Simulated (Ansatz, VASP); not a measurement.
## P in VASP and in Ansatz

```
CELL_PARAMETERS angstrom
3.02800 0.00000 0.00000
-1.51400 2.62232 0.00000
0.00000 0.00000 28.00000
ATOMIC_POSITIONS crystal
P 0.33333 0.66667 0.50000
P 0.66667 0.33333 0.50000
```

Alike in both runs: task single point; functional r2SCAN; k mesh 9 × 9 × 1; occupations gaussian, width 0.02 eV; no spin polarisation.

```csv
,VASP,Ansatz
version,VASP 6.6.1,Ansatz 0.2.0
potentials or method,"VASP PAW PBE potentials, release 64 (P), cutoff 520 eV","scalar-relativistic, plane waves, PAW"
valence electrons in the cell,10,10
```

|  | VASP | Ansatz | Ansatz less VASP |
| --- | --- | --- | --- |
| gap on the k mesh at the Fermi level (eV) | none | none | - |
| work function, face that differs most (eV) | 2.94 | 2.99 | +0.042 |

VASP's potentials were made for PBE, not for r2SCAN. A gap of «none» marks a metal or a gap that the smearing closes. With one functional, cell and mesh, what is left measures potentials, basis and numerics.
